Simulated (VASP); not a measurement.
# LaSb (Fm-3m) in VASP: notebook, part 2 of 2

VASP 6.6.1. The steps go on from the part before.

### 4 Single point, LDA

This run uses another cell than the first one, of 27.34 Å³/atom.

Input file INCAR:

```
ALGO = Normal
EDIFF = 1E-6
ENCUT = 520
GGA = CA
ISIF = 2
ISMEAR = -1
LASPH = T
LCHARG = F
LREAL = F
LWAVE = F
NBANDS = 15
NELM = 60
PREC = Accurate
SIGMA = 0.05
```

Input file KPOINTS:

```
k-points
0
Gamma
  10 10 10
```

Input file POSCAR:

```
LaSb
1.0
    0.0000000000      3.0123911530      3.0123911530
    3.0123911530      0.0000000000      3.0123911530
    3.0123911530      3.0123911530      0.0000000000
La Sb
1 1
Direct
    0.0000000000      0.0000000000      0.0000000000
    0.5000000000      0.5000000000      0.5000000000
```

Potentials or basis: VASP PAW LDA potentials, release 64 (La, Sb).

Run with:

```bash
$ cat potpaw_LDA.64/La/POTCAR potpaw_LDA.64/Sb/POTCAR > POTCAR
$ mpirun -np 1 vasp_std > vasp.out
```

OUTCAR:

```text
EDIFF = 1E-6
   ENCUT = 520
   GGA = CA
   ISIF = 2
   ISMEAR = -1
   LASPH = T
   LREAL = F
   NELM = 60
   PREC = Accurate

 ion  position               nearest neighbor table
   1  0.000  0.000  0.000-   2 3.01   2 3.01   2 3.01   2 3.01   2 3.01   2 3.01
   2  0.500  0.500  0.500-   1 3.01   1 3.01   1 3.01   1 3.01   1 3.01   1 3.01

  LATTYP: Found a face centered cubic cell.
 ALAT       =     6.0247823060

  Lattice vectors:

 A1 = (   0.0000000000,   3.0123911530,   3.0123911530)
 A2 = (   3.0123911530,   0.0000000000,   3.0123911530)
 A3 = (   3.0123911530,   3.0123911530,   0.0000000000)

Analysis of symmetry for initial positions (statically):
=====================================================================
 Subroutine PRICEL returns:
 Original cell was already a primitive cell.

 Routine SETGRP: Setting up the symmetry group for a
 face centered cubic supercell.

 Subroutine GETGRP returns: Found 48 space group operations
 (whereof 48 operations were pure point group operations)
 out of a pool of 48 trial point group operations.

The static configuration has the point symmetry O_h .

Analysis of symmetry for dynamics (positions and initial velocities):
=====================================================================
 Subroutine PRICEL returns:
 Original cell was already a primitive cell.

 Routine SETGRP: Setting up the symmetry group for a
 face centered cubic supercell.

 Subroutine GETGRP returns: Found 48 space group operations
 (whereof 48 operations were pure point group operations)
 out of a pool of 48 trial point group operations.

The dynamic configuration has the point symmetry O_h .

 Subroutine INISYM returns: Found 48 space group operations
 (whereof 48 operations are pure point group operations),
 and found     1 'primitive' translations

----------------------------------------------------------------------------------------

                                     Primitive cell

  volume of cell :      54.6719

  direct lattice vectors                    reciprocal lattice vectors
     0.000000000  3.012391153  3.012391153    -0.165981101  0.165981101  0.165981101
     3.012391153  0.000000000  3.012391153     0.165981101 -0.165981101  0.165981101
     3.012391153  3.012391153  0.000000000     0.165981101  0.165981101 -0.165981101

  length of vectors
     4.260164424  4.260164424  4.260164424     0.287487700  0.287487700  0.287487700

  position of ions in fractional coordinates (direct lattice)
     0.000000000  0.000000000  0.000000000
     0.500000000  0.500000000  0.500000000

  ion indices of the primitive-cell ions
   primitive index   ion index
                 1           1
                 2           2

----------------------------------------------------------------------------------------

 KPOINTS: k-points

Automatic generation of k-mesh.
 Grid dimensions read from file:
 generate k-points for:   10   10   10

 Generating k-lattice:

  Cartesian coordinates                     Fractional coordinates (reciprocal lattice)
    -0.016598110  0.016598110  0.016598110     0.100000000  0.000000000  0.000000000
     0.016598110 -0.016598110  0.016598110     0.000000000  0.100000000  0.000000000
     0.016598110  0.016598110 -0.016598110     0.000000000  0.000000000  0.100000000

  Length of vectors
     0.028748770  0.028748770  0.028748770

  Shift w.r.t. Gamma in fractional coordinates (k-lattice)
     0.000000000  0.000000000  0.000000000

 Subroutine IBZKPT returns following result:
 ===========================================

 Found     47 irreducible k-points:

 Following reciprocal coordinates:
            Coordinates               Weight
  0.000000  0.000000  0.000000      1.000000
  0.100000  0.000000  0.000000      8.000000
  0.200000  0.000000  0.000000      8.000000
  0.300000  0.000000  0.000000      8.000000
  0.400000  0.000000  0.000000      8.000000
  0.500000  0.000000  0.000000      4.000000
[... 16 lines left out ...]
  0.300000  0.300000  0.000000      6.000000
  0.400000  0.300000  0.000000     24.000000
 [... further k-points ...]
   k-points           NKPTS =     47   k-points in BZ     NKDIM =     47   number of bands    NBANDS=     15
   number of dos      NEDOS =    301   number of ions     NIONS =      2
   total plane-waves  NPLWV =  32768
   dimension x,y,z NGX =    32 NGY =   32 NGZ =   32
   dimension x,y,z NGXF=    64 NGYF=   64 NGZF=   64
   ions per type =               1   1
   NGX,Y,Z   is equivalent  to a cutoff of  12.49, 12.49, 12.49 a.u.
   NGXF,Y,Z  is equivalent  to a cutoff of  24.97, 24.97, 24.97 a.u.
 SYSTEM =  unknown system
   PREC   = accura    normal or accurate (medium, high low for compatibility)
   ISTART =      0    job   : 0-new  1-cont  2-samecut
   ICHARG =      2    charge: 1-file 2-atom 10-const
   ISPIN  =      1    spin polarized calculation?
   LNONCOLLINEAR =      F non collinear calculations
   LSORBIT =      F    spin-orbit coupling
   LASPH  =      T    aspherical Exc in radial PAW
   ENCUT  =  520.0 eV  38.22 Ry    6.18 a.u.   7.92  7.92  7.92*2*pi/ulx,y,z
   NELM   =     60;   NELMIN=  2; NELMDL= -5     # of ELM steps
   EDIFF  = 0.1E-05   stopping-criterion for ELM
   LREAL  =      F    real-space projection
   EDIFFG = 0.1E-04   stopping-criterion for IOM
   NSW    =      0    number of steps for IOM
   IBRION =     -1    ionic relax: 0-MD 1-quasi-New 2-CG
   NFREE  =      0    steps in history (QN), initial steepest desc. (CG)
   ISIF   =      2    stress and relaxation
   ISYM   =      2    0-nonsym 1-usesym 2-fastsym
   POTIM  = 0.5000    time-step for ionic-motion
   TEBEG  =    0.0;   TEEND  =   0.0 temperature during run
   PSTRESS=    0.0 pullay stress
   NELECT =      16.0000    total number of electrons
   NUPDOWN=      -1.0000    fix difference up-down
   EMIN   =  10.00;   EMAX   =-10.00  energy-range for DOS
   EFERMI =   0.00;   METHOD = LEGACY
   ISMEAR =    -1;   SIGMA  =   0.05  broadening in eV -4-tet -1-fermi 0-gaus
   EFERMI_NEDOS =   21; number of points for ismear=-14 and -15
   IALGO  =     38    algorithm
   IMIX   =      4    mixing-type and parameters
     AMIX     =   0.40;   BMIX     =  1.00
     AMIX_MAG =   1.60;   BMIX_MAG =  1.00
  volume/ion in A,a.u.               =      27.34       184.47
  Fermi-wavevector in a.u.,A,eV,Ry     =   1.086910  2.053962 16.073551  1.181373
  Thomas-Fermi vector in A             =   2.223057
   LORBIT       =      0    0 simple, 1 ext, 2 COOP (PROOUT), +10 PAW based schemes
   GGA     = CA    functional components
   LHFCALC =     F    Hartree Fock is set to
   AEXX    =    0.0000 exact exchange contribution
   IVDW    =     0    specifies the selected vdW correction
   LEPSILON=     F    determine dielectric tensor
   LRPA    =     F    only Hartree local field effects (RPA)
 non-spin polarized calculation
  energy-cutoff  :      520.00
  volume of cell :       54.67
 maximum number of plane-waves:      1488
   NGX = 15   NGY = 15   NGZ = 15

 number of electron      15.9999999 magnetization

 Free energy of the ion-electron system (eV)
  ---------------------------------------------------
  ext. energy  EPLUGINS =         0.00000000
  ---------------------------------------------------
  free energy    TOTEN  =       -12.43973851 eV

  energy without entropy =      -12.43682495  energy(sigma->0) =      -12.43828173

 E-fermi :   8.9111     XC(G=0): -10.5680

 val. band max:        8.8262676747   @ k =   0.4000   0.4000   0.0000
 cond. band min:       8.9132807825   @ k =   0.5000   0.5000   0.0000
 fundamental gap:      0.0870131078
 Fermi energy:         8.9111092874

 k-point     1 :       0.0000    0.0000    0.0000
  band No.  band energies     occupation
      1     -22.8264      2.00000
      2      -6.5328      2.00000
      3      -6.5328      2.00000
      4      -6.5328      2.00000
      5      -0.6387      2.00000
      6       9.2347      0.00309
      7       9.2347      0.00309
      8       9.2347      0.00309
      9      10.0799      0.00000
     10      10.0799      0.00000
     11      10.0799      0.00000
     12      11.1930      0.00000
     13      11.1930      0.00000
     14      11.2331      0.00000
     15      11.9660      0.00000
[... 397 lines left out ...]
 k-point    24 :       0.4000    0.3000    0.0000
  band No.  band energies     occupation
      1     -22.7586      2.00000
      2      -7.0777      2.00000
      3      -6.7303      2.00000
      4      -6.7079      2.00000
      5       0.3128      2.00000
      6       6.7108      2.00000
      7       7.9794      2.00000
      8       8.4861      1.99959
      9       9.1089      0.03755
     10      11.5539      0.00000
     11      11.6080      0.00000
     12      11.6661      0.00000
     13      11.6993      0.00000
     14      11.8762      0.00000
     15      12.0870      0.00000

 [... further k-points ...]
[... 5 lines left out ...]
  --------------------------------------------------------------------------------------
  -------------------------------------------------------------------------------------
  Total        5.4827243      5.4827243      5.4827243      0.0000000     -0.0000000      0.0000000
  in kB      160.6729999    160.6729999    160.6729999      0.0000000     -0.0000000      0.0000000
  external PRESSURE =     160.6729999 kB  Pullay stress =       0.0000000 kB

 VOLUME and BASIS-vectors are now :
 -----------------------------------------------------------------------------
  energy-cutoff  :      520.00
  volume of cell :       54.67
      direct lattice vectors                 reciprocal lattice vectors
     0.000000000  3.012391153  3.012391153    -0.165981101  0.165981101  0.165981101
     3.012391153  0.000000000  3.012391153     0.165981101 -0.165981101  0.165981101
     3.012391153  3.012391153  0.000000000     0.165981101  0.165981101 -0.165981101

 POSITION                                       TOTAL-FORCE (eV/Angst)
 -----------------------------------------------------------------------------------
      0.00000      0.00000      0.00000        -0.000000      0.000000     -0.000000
      3.01239      3.01239      3.01239         0.000000     -0.000000      0.000000
 -----------------------------------------------------------------------------------
    total drift:                                0.000000     -0.000000     -0.000000

  FREE ENERGIE OF THE ION-ELECTRON SYSTEM (eV)
  ---------------------------------------------------
  free  energy   TOTEN  =       -12.4397385147 eV

  energy  without entropy=      -12.4368249533  energy(sigma->0) =      -12.43828173
```

Wall time 12 s (1 thread of Intel Xeon 6975P-C (Granite Rapids), shared host); peak memory 0.19 GiB.

What came out:

```yaml
Free_energy: -12.4397 eV
Pressure: 16.1 GPa
Band_gap_on_the_k_mesh: zero (bands 8 and 9 overlap by 0.55 eV)
```

Caveat: the cell stands under pressure; spin-orbit coupling is left out, which moves the levels of the heavy elements.

### 5 Single point, LDA (27.34 Å³/atom)

This run uses another cell than the first one, of 27.34 Å³/atom.

Input file INCAR:

```
PREC = Accurate
ENCUT = 520
EDIFF = 1E-7
ISMEAR = -1
SIGMA = 0.05
LREAL = F
LASPH = T
NELM = 80
ALGO = Normal
ISIF = 2
LWAVE = F
LCHARG = T
LELF = T
LVHAR = T
NBANDS = 15
```

Input file KPOINTS:

```
regular mesh
0
Gamma
  10 10 10
```

POSCAR is that of step 4.

Potentials or basis: VASP PAW LDA potentials, release 64 (La, Sb).

Run with:

```bash
$ cat potpaw_LDA.64/La/POTCAR potpaw_LDA.64/Sb/POTCAR > POTCAR
$ mpirun -np 1 vasp_std > vasp.out
```

OUTCAR:

```text
PREC = Accurate
   ENCUT = 520
   EDIFF = 1E-7
   ISMEAR = -1
   LREAL = F
   LASPH = T
   NELM = 80
   ISIF = 2

 ion  position               nearest neighbor table
   1  0.000  0.000  0.000-   2 3.01   2 3.01   2 3.01   2 3.01   2 3.01   2 3.01
   2  0.500  0.500  0.500-   1 3.01   1 3.01   1 3.01   1 3.01   1 3.01   1 3.01

  LATTYP: Found a face centered cubic cell.
 ALAT       =     6.0247823060

  Lattice vectors:

 A1 = (   0.0000000000,   3.0123911530,   3.0123911530)
 A2 = (   3.0123911530,   0.0000000000,   3.0123911530)
[... 607 lines left out ...]
     10      11.5541      0.00000
     11      11.6083      0.00000
     12      11.6664      0.00000
     13      11.6996      0.00000
     14      11.8764      0.00000
     15      12.0872      0.00000

 [... further k-points ...]
[... 5 lines left out ...]
  --------------------------------------------------------------------------------------
  -------------------------------------------------------------------------------------
  Total        5.4827327      5.4827327      5.4827327     -0.0000000      0.0000000     -0.0000000
  in kB      160.6732474    160.6732474    160.6732474     -0.0000000      0.0000000     -0.0000000
  external PRESSURE =     160.6732474 kB  Pullay stress =       0.0000000 kB

 VOLUME and BASIS-vectors are now :
 -----------------------------------------------------------------------------
  energy-cutoff  :      520.00
  volume of cell :       54.67
      direct lattice vectors                 reciprocal lattice vectors
     0.000000000  3.012391153  3.012391153    -0.165981101  0.165981101  0.165981101
     3.012391153  0.000000000  3.012391153     0.165981101 -0.165981101  0.165981101
     3.012391153  3.012391153  0.000000000     0.165981101  0.165981101 -0.165981101

 POSITION                                       TOTAL-FORCE (eV/Angst)
 -----------------------------------------------------------------------------------
      0.00000      0.00000      0.00000        -0.000000     -0.000000     -0.000000
      3.01239      3.01239      3.01239         0.000000      0.000000      0.000000
 -----------------------------------------------------------------------------------
    total drift:                                0.000000     -0.000000     -0.000000

  FREE ENERGIE OF THE ION-ELECTRON SYSTEM (eV)
  ---------------------------------------------------
  free  energy   TOTEN  =       -12.4397385767 eV

  energy  without entropy=      -12.4368250598  energy(sigma->0) =      -12.43828182
```

OSZICAR:

```text
N       E                     dE             d eps       ncg     rms          rms(c)
DAV:   1     0.127408249615E+03    0.12741E+03   -0.55704E+03  1410   0.133E+03
DAV:   2     0.136290035921E+01   -0.12605E+03   -0.11437E+03  1757   0.198E+02
DAV:   3    -0.118538302960E+02   -0.13217E+02   -0.12751E+02  2046   0.102E+02
DAV:   4    -0.125337521155E+02   -0.67992E+00   -0.66963E+00  2583   0.178E+01
DAV:   5    -0.125499529669E+02   -0.16201E-01   -0.16198E-01  1808   0.267E+00    0.468E+00
DAV:   6    -0.124716420769E+02    0.78311E-01   -0.56154E-02  2434   0.184E+00    0.292E+00
DAV:   7    -0.124407584550E+02    0.30884E-01   -0.43433E-02  2377   0.154E+00    0.286E-01
DAV:   8    -0.124397030959E+02    0.10554E-02   -0.46179E-03  2307   0.501E-01    0.527E-02
DAV:   9    -0.124397336801E+02   -0.30584E-04   -0.24817E-04  2376   0.721E-02    0.197E-02
DAV:  10    -0.124397382235E+02   -0.45433E-05   -0.72714E-06  1994   0.154E-02    0.446E-03
DAV:  11    -0.124397385897E+02   -0.36622E-06   -0.17430E-06  2408   0.846E-03    0.172E-03
DAV:  12    -0.124397385767E+02    0.12959E-07   -0.63630E-08  1472   0.299E-03
   1 F= -.12439739E+02 E0= -.12438282E+02  d E =-.291352E-02
```

It took 14 s on 1 thread of Intel Xeon 6975P-C (Granite Rapids), shared host; peak memory 0.19 GiB.

What came out:

```yaml
Free_energy: -12.4397 eV
Pressure: 16.1 GPa
Band_gap_on_the_k_mesh: zero (bands 8 and 9 overlap by 0.55 eV)
```

Levels at points of the mesh, in eV from the Fermi level:
```
           k point  band 6  band 7  band 8  band 9  band 10  band 11
(0.00, 0.00, 0.00)    0.32    0.32    0.32    1.17     1.17     1.17
(0.50, 0.00, 0.00)   -3.84   -2.09   -2.09    2.15     2.58     2.58
(0.50, 0.50, 0.00)   -1.15   -0.81    0.00    0.00     2.68     2.74
```

Caveat: the cell stands under pressure; spin-orbit coupling is left out, which moves the levels of the heavy elements.
